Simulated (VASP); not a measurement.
# Nb (Im-3m) in VASP: further runs, part 2 of 2

VASP 6.6.1.

### 4 Relaxation of cell and atoms, LDA, target pressure 40 GPa, at which the enthalpy is minimised

The input, INCAR:

```
SYSTEM = Nb
PREC     = Accurate       ! precision mode
ENCUT    = 600            ! plane-wave cutoff, eV
EDIFF    = 1E-6           ! SCF threshold, eV
ISMEAR   = -1             ! smearing method
SIGMA    = 0.1            ! smearing width, eV
LREAL    = .FALSE.        ! projectors in reciprocal space
LASPH    = .TRUE.         ! aspherical terms in the spheres
NELM     = 100            ! most SCF steps
ALGO     = Normal         ! electronic algorithm
ISIF     = 3              ! what is computed and relaxed
LWAVE    = .FALSE.        ! write WAVECAR
LCHARG   = .FALSE.        ! write CHGCAR
GGA      = CA             ! functional
IBRION   = 2              ! ionic algorithm
NSW      = 80             ! ionic steps
EDIFFG   = -0.02          ! ionic threshold
PSTRESS  = 400.0
```

The input, KPOINTS:

```
regular mesh
0
G
  9 9 9
  0 0 0
```

The input, POSCAR:

```
Nb
1.0
    1.6650000000      1.6650000000      1.6650000000
   -1.6650000000      1.6650000000      1.6650000000
   -1.6650000000     -1.6650000000      1.6650000000
Nb
1
Direct
    0.0000000000      0.0000000000      0.0000000000
```

Potentials or basis: VASP PAW LDA potentials, release 64 (Nb_sv).

The run is started by

```sh
$ cat potpaw_LDA.64/Nb_sv/POTCAR > POTCAR
$ mpirun -np 1 vasp_std > vasp.out
```

OUTCAR:

```text
SYSTEM = Nb
   PREC = Accurate
   ENCUT = 600
   EDIFF = 1E-6
   ISMEAR = -1
   LREAL = .FALSE.
   LASPH = .TRUE.
   NELM = 100
   ISIF = 3
   GGA = CA
   IBRION = 2
   NSW = 80
   EDIFFG = -0.02
   PSTRESS = 400.0

 ion  position               nearest neighbor table
   1  0.000  0.000  0.000-

  LATTYP: Found a body centered cubic cell.
 ALAT       =     3.3300000000

  Lattice vectors:

 A1 = (   1.6650000000,  -1.6650000000,  -1.6650000000)
 A2 = (   1.6650000000,   1.6650000000,   1.6650000000)
 A3 = (  -1.6650000000,  -1.6650000000,   1.6650000000)

Analysis of symmetry for initial positions (statically):
=====================================================================
 Subroutine PRICEL returns:
 Original cell was already a primitive cell.

 Routine SETGRP: Setting up the symmetry group for a
 body centered cubic supercell.

 Subroutine GETGRP returns: Found 48 space group operations
 (whereof 48 operations were pure point group operations)
 out of a pool of 48 trial point group operations.

The static configuration has the point symmetry O_h .

Analysis of symmetry for dynamics (positions and initial velocities):
[... 270 lines left out ...]
 number of electron      13.0000000 magnetization

------------------------ aborting loop because EDIFF is reached ----------------------------------------
[... 69 lines left out ...]
--------------------------------------- Ionic step       15  -------------------------------------------

 number of electron      13.0000000 magnetization

 Free energy of the ion-electron system (eV)
  ---------------------------------------------------
  ext. energy  EPLUGINS =         0.00000000
  ---------------------------------------------------
  free energy    TOTEN  =       -11.02205921 eV

  energy without entropy =      -10.99322968  energy(sigma->0) =      -11.00764445

 E-fermi :  14.2040     XC(G=0): -13.7973

 val. band max:       14.1854620666   @ k =   0.1111   0.0000   0.0000
 cond. band min:      14.2442226796   @ k =   0.1111   0.1111   0.1111
 fundamental gap:      0.0587606130
 Fermi energy:        14.2039972534

 k-point     1 :       0.0000    0.0000    0.0000
  band No.  band energies     occupation
      1     -39.8915      2.00000
      2     -14.7099      2.00000
      3     -14.7099      2.00000
      4     -14.7099      2.00000
      5       7.9586      2.00000
      6      14.3070      0.52602
      7      14.3070      0.52602
      8      14.3070      0.52602
      9      17.9455      0.00000
     10      17.9455      0.00000
[... 287 lines left out ...]
 k-point    24 :       0.2222   -0.4444    0.1111
  band No.  band energies     occupation
      1     -39.3369      2.00000
      2     -16.7318      2.00000
      3     -15.7123      2.00000
      4     -15.2387      2.00000
      5      11.5763      2.00000
      6      12.3709      2.00000
      7      13.7747      1.97304
      8      18.5293      0.00000
      9      19.0392      0.00000
     10      24.9050      0.00000

 [... further k-points ...]

------------------------ aborting loop because EDIFF is reached ----------------------------------------

  FORCE on cell =-STRESS in cart. coord.  units (eV):
  Direction    XX          YY          ZZ          XY          YZ          ZX
  --------------------------------------------------------------------------------------
  -------------------------------------------------------------------------------------
  Total        3.6537929      3.6537929      3.6537929     -0.0000000      0.0000000     -0.0000000
  in kB      398.3504436    398.3504436    398.3504436     -0.0000000      0.0000000     -0.0000000
  external PRESSURE =      -1.6495564 kB  Pullay stress =     400.0000000 kB
[... 20 lines left out ...]
  energy  without entropy=      -10.9932296837  energy(sigma->0) =      -11.00764445

  enthalpy is  TOTEN    =        -7.3531360444 eV   P V=        3.6689231698

 reached required accuracy - stopping structural energy minimisation
```

OSZICAR:

```text
N       E                     dE             d eps       ncg     rms          rms(c)
DAV:   1     0.132120671274E+03    0.13212E+03   -0.77726E+03   700   0.143E+03
[... 113 lines left out ...]
       N       E                     dE             d eps       ncg     rms          rms(c)
DAV:   1    -0.110222255663E+02    0.37833E-02   -0.53572E-03   874   0.133E+00    0.120E-01
DAV:   2    -0.110220688122E+02    0.15675E-03   -0.36458E-04  1056   0.307E-01    0.301E-02
DAV:   3    -0.110220516339E+02    0.17178E-04   -0.13029E-04  1080   0.144E-01    0.207E-02
DAV:   4    -0.110220559043E+02   -0.42704E-05   -0.45379E-06   806   0.239E-02    0.108E-02
DAV:   5    -0.110220592920E+02   -0.33877E-05   -0.11644E-05  1112   0.284E-02    0.339E-03
DAV:   6    -0.110220592142E+02    0.77801E-07   -0.19133E-07   384   0.526E-03
  15 F= -.73531360E+01 E0= -.73387213E+01  d E =-.102968E-03
```

CONTCAR:

```text
Nb
   1.00000000000000
     1.5430372334579185    1.5430372334579185    1.5430372334579185
    -1.5430372334579185    1.5430372334579185    1.5430372334579185
    -1.5430372334579185   -1.5430372334579185    1.5430372334579185
  Nb
     1
Direct
     0.0000000000000000    0.0000000000000000    0.0000000000000000

  0.00000000E+00  0.00000000E+00  0.00000000E+00
```

Wall time 35 s (1 thread of Intel Xeon Platinum 8375C at 2.90GHz (Ice Lake), shared host); peak memory 0.15 GiB.

What came out:

* Free energy: -11.0221 eV
* Relaxed volume: 14.70 Å³/atom
* Relaxed cell: a = 2.673 Å, b = 2.673 Å, c = 2.673 Å, α = 70.53°, β = 109.47°, γ = 70.53°
* Space group after relaxing (to 0.05 Å): Im-3m (No. 229)
* Energy change on relaxing (the enthalpy is what falls): +209.8 meV/atom
* Ionic steps: 15
* Pressure after relaxing: 39.8 GPa

The path:
| step | energy change (eV) | largest force (eV/Å) | pressure (GPa) | volume (Å³) |
| --- | --- | --- | --- | --- |
| 1 | 0.0000 | 0.0000 | -12.71 | 18.46 |
| 2 | 17.1416 | 0.0000 | 1188.87 | 6.52 |
| 3 | 0.0432 | 0.0000 | 22.21 | 15.57 |
| 4 | 0.1107 | 0.0000 | 30.03 | 15.15 |
| 5 | 0.2156 | 0.0000 | 40.35 | 14.67 |
| 6 | 0.1982 | 0.0000 | 38.76 | 14.74 |
| 7 | 0.1992 | 0.0000 | 38.80 | 14.74 |
| 8 | 0.2020 | 0.0000 | 39.11 | 14.73 |
| 9 | 0.2021 | 0.0000 | 39.12 | 14.73 |
| 10 | 0.2022 | 0.0000 | 39.09 | 14.73 |
| 11 | 0.2024 | 0.0000 | 39.08 | 14.73 |
| 12 | 0.2029 | 0.0000 | 39.16 | 14.72 |
| 13 | 0.2039 | 0.0000 | 39.23 | 14.72 |
| 14 | 0.2059 | 0.0000 | 39.47 | 14.71 |
| 15 | 0.2098 | 0.0000 | 39.84 | 14.70 |

Final structure:
```
Nb
1.0
     1.54304    1.54304    1.54304
    -1.54304    1.54304    1.54304
    -1.54304   -1.54304    1.54304
Nb
1
Direct
  0.00000 0.00000 0.00000
```

Levels at points of the mesh, in eV from the Fermi level:
| k point | band 4 | band 5 | band 6 | band 7 | band 8 | band 9 |
| --- | --- | --- | --- | --- | --- | --- |
| (0.00, 0.00, 0.00) | -28.91 | -6.25 | 0.10 | 0.10 | 0.10 | 3.74 |

Caveat: the cell is relaxed towards a set pressure, so the enthalpy falls and the energy may rise; the volume moved by over 15 % at a fixed basis, so the end points are rough.

### 5 Relaxation of cell and atoms, LDA, target pressure 60 GPa, at which the enthalpy is minimised

The input, INCAR:

```
SYSTEM = Nb
  PREC = Accurate
  ENCUT = 600
  EDIFF = 1E-6
  ISMEAR = -1
  SIGMA = 0.1
  LREAL = .FALSE.
  LASPH = .TRUE.
  NELM = 80
  ALGO = Normal
  ISIF = 3
  LWAVE = .FALSE.
  LCHARG = .FALSE.
  IBRION = 2
  NSW = 80
  EDIFFG = -0.02
  PSTRESS = 600.0
```

KPOINTS is that of step 4.

POSCAR is that of step 4.

The run is started by

```sh
$ cat potpaw_LDA.64/Nb_sv/POTCAR > POTCAR
$ mpirun -np 1 vasp_std > vasp.out
```

Wall time 34 s (1 thread of Intel Xeon Platinum 8375C at 2.90GHz (Ice Lake), shared host); peak memory 0.16 GiB.

Results (log left out):

```
Free energy                                            : -10.7834 eV
Relaxed volume                                         : 13.92 Å³/atom
Relaxed cell                                           : a = 2.625 Å, b = 2.625 Å, c = 2.625 Å, α = 70.53°, β = 109.47°, γ = 70.53°
Space group after relaxing (to 0.05 Å)                 : Im-3m (No. 229)
Energy change on relaxing (the enthalpy is what falls) : +448.5 meV/atom
Ionic steps                                            : 9
Pressure after relaxing                                : 60.0 GPa
```

The path:
| step | energy change (eV) | largest force (eV/Å) | pressure (GPa) | volume (Å³) |
| --- | --- | --- | --- | --- |
| 1 | 0.0000 | 0.0000 | -12.71 | 18.46 |
| 2 | 61.9962 | 0.0000 | 5628.07 | 3.90 |
| 3 | -0.0563 | 0.0000 | -0.80 | 17.19 |
| 4 | -0.0297 | 0.0000 | 10.68 | 16.29 |
| 5 | 0.5788 | 0.0000 | 69.96 | 13.60 |
| 6 | 0.4315 | 0.0000 | 58.64 | 13.97 |
| 7 | 0.4620 | 0.0000 | 61.06 | 13.89 |
| 8 | 0.4047 | 0.0000 | 56.51 | 14.04 |
| 9 | 0.4485 | 0.0000 | 59.99 | 13.92 |

Final structure:
```
Nb
1.0
     1.51551    1.51551    1.51551
    -1.51551    1.51551    1.51551
    -1.51551   -1.51551    1.51551
Nb
1
Direct
  0.00000 0.00000 0.00000
```

Levels at points of the mesh, in eV from the Fermi level:
| k point | band 2 | band 3 | band 4 | band 5 | band 6 | band 7 | band 8 | band 9 | band 10 |
| --- | --- | --- | --- | --- | --- | --- | --- | --- | --- |
| (0.00, 0.00, 0.00) | -28.73 | -28.73 | -28.73 | -6.24 | 0.03 | 0.03 | 0.03 | 3.89 | 3.89 |

Caveat: the cell is relaxed towards a set pressure, so the enthalpy falls and the energy may rise; the volume moved by over 15 % at a fixed basis, so the end points are rough.

### 6 Overview

| cell | gap on the mesh (eV) | pressure (GPa) |
| --- | --- | --- |
| relaxed | none | -0.1 |
| relaxed to 20 GPa | none | 20.0 |
| relaxed to 40 GPa | none | 39.8 |
| relaxed to 60 GPa | none | 60.0 |

Alike in all rows: task relaxation of cell and atoms; level LDA; potentials or basis VASP PAW LDA potentials, release 64 (Nb_sv); no spin polarisation; k mesh 9 × 9 × 9; cutoff (eV) 600; smearing fermi-dirac 0.1 eV.

Caveats: the cell is relaxed towards a set pressure, so the enthalpy falls and the energy may rise (some runs); the volume moved by over 15 % at a fixed basis, so the end points are rough (some runs).

Total energies depend on the potentials used, so only differences within one code and one set of settings carry meaning.
